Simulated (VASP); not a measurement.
A run of VASP 6.6.1 is set up as follows.

The input INCAR:

```
  PREC = Accurate
  ENCUT = 520
  EDIFF = 1E-6
  ISMEAR = -1
  SIGMA = 0.05
  LREAL = False
  LASPH = True
  NELM = 150
  ALGO = Normal
  ISIF = 2
  LWAVE = False
  LCHARG = False
  ISPIN = 2
  MAGMOM = 0 6
  LORBIT = 11
  NUPDOWN = 6.0
  LMAXMIX = 4
  GGA = PE
  NBANDS = 20
```

The input KPOINTS:

```
regular mesh
0
Gamma
  8 8 6
```

Contents of POSCAR:

```
FePt
1.0
    2.7235000000      0.0000000000      0.0000000000
    0.0000000000      2.7235000000      0.0000000000
    0.0000000000      0.0000000000      3.7200000000
Pt Fe
1 1
Direct
    0.5000000000      0.5000000000      0.5000000000
    0.0000000000      0.0000000000      0.0000000000
```

Potentials or basis: VASP PAW PBE potentials, release 64 (Pt, Fe).

The run is started by

```console
$ cat potpaw_PBE.64/Pt/POTCAR potpaw_PBE.64/Fe/POTCAR > POTCAR
$ mpirun -np 1 vasp_std > vasp.out
```

Task: Predict the pressure.

Result: 41.1 GPa.

Stress tensor (GPa, compression positive):
```
46.35  0.00  0.00
 0.00 46.35  0.00
 0.00  0.00 30.46
```

Caveat: the total moment is fixed, so each spin has its own Fermi level.
